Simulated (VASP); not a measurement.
Wanted: the native input for a VASP 6.6.1 run.

| Item | Value |
| --- | --- |
| Task | single point |
| Functional | PBEsol |
| Potentials or basis | VASP PAW PBE potentials, release 64 (W_sv, C) |
| Cutoff | 520 eV |
| k mesh | 18 × 18 × 18 |
| Occupations | gaussian, width 0.15 eV |
| Spin | no spin polarisation |
| Dipole correction | no |
| Further INCAR settings | ALGO = Normal; EDIFF = 1e-07; NBANDS = 16 |

The structure of WC lies in POSCAR:

```
WC
1.0
    0.0000000000      2.1926840000      2.1926840000
    2.5215866000      0.0000000000      2.1926840000
    2.5215866000      2.1926840000      0.0000000000
W C
1 1
Direct
    0.0000000000      0.0000000000      0.0000000000
    0.5000000000      0.5000000000      0.5000000000
```

This cell differs from its parent crystal: strain +0.1500 x Voigt [1, 0, 0, 0, 0, 0].

The input as run:

INCAR

```
ALGO = Normal
EDIFF = 1E-7
ENCUT = 520
GGA = PS
ISIF = 2
ISMEAR = 0
LASPH = True
LCHARG = True
LELF = True
LREAL = False
LVHAR = True
LWAVE = False
NBANDS = 16
NELM = 100
PREC = Accurate
SIGMA = 0.15
```

KPOINTS

```
k-points
0
Gamma
  18 18 18
```

Potentials or basis: VASP PAW PBE potentials, release 64 (W_sv, C).

The run is started by

```console
$ cat potpaw_PBE.64/W_sv/POTCAR potpaw_PBE.64/C/POTCAR > POTCAR
$ mpirun -np 1 vasp_std > vasp.out
```

Results of the run:

- Pressure: -34.9 GPa
- Band gap on the k mesh: zero (bands 9 and 10 overlap by 2.62 eV)

Caveat: the cell differs from its parent crystal (strain +0.1500 x Voigt [1, 0, 0, 0, 0, 0]); the stress differs along the axes, from -47 to -29 GPa; the PAW data sets were made with another functional, which shifts forces and pressure a little; spin-orbit coupling is left out, which moves the levels of the heavy elements.

It took 6.2 min on 1 thread of AMD EPYC 7571, with other jobs on the host, peak memory 0.27 GiB.
